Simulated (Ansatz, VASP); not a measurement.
**InSe in VASP and in Ansatz**

```
Se In
1.0
     4.02661    0.00000    0.00000
    -2.01331    3.48715    0.00000
     0.00000    0.00000   28.27071
Se In
4 4
Direct
  0.00000 0.00000 0.15918
  0.00000 0.00000 0.34967
  0.66667 0.22222 0.45968
  0.66667 0.22222 0.65017
  0.66667 0.33333 0.20500
  0.66667 0.33333 0.30385
  0.00000 0.88889 0.50550
  0.00000 0.88889 0.60435
```

Alike in both runs: task single point; functional PBE; dispersion D3(BJ); k mesh 9 × 9 × 1; occupations gaussian, width 0.05 eV; no spin polarisation.

|  | VASP | Ansatz |
| --- | --- | --- |
| version | VASP 6.6.1 | Ansatz 0.2.0 |
| potentials or method | VASP PAW PBE potentials, release 64 (Se, In_d), cutoff 520 eV | scalar-relativistic, plane waves, PAW |
| valence electrons in the cell | 76 | 116 |

|  | VASP | Ansatz | Ansatz less VASP |
| --- | --- | --- | --- |
| gap on the k mesh at the Fermi level (eV) | 1.09 | 1.10 | +0.011 |
| least direct gap on the mesh (eV) | 1.15 | 1.16 | +0.010 |
| rms of the force components (eV/Å) | 0.012 | 0.014 | +0.0021 |

VASP's potentials hold 76 valence electrons a cell and Ansatz's 116, so a difference there can come from the potentials and not from the codes.
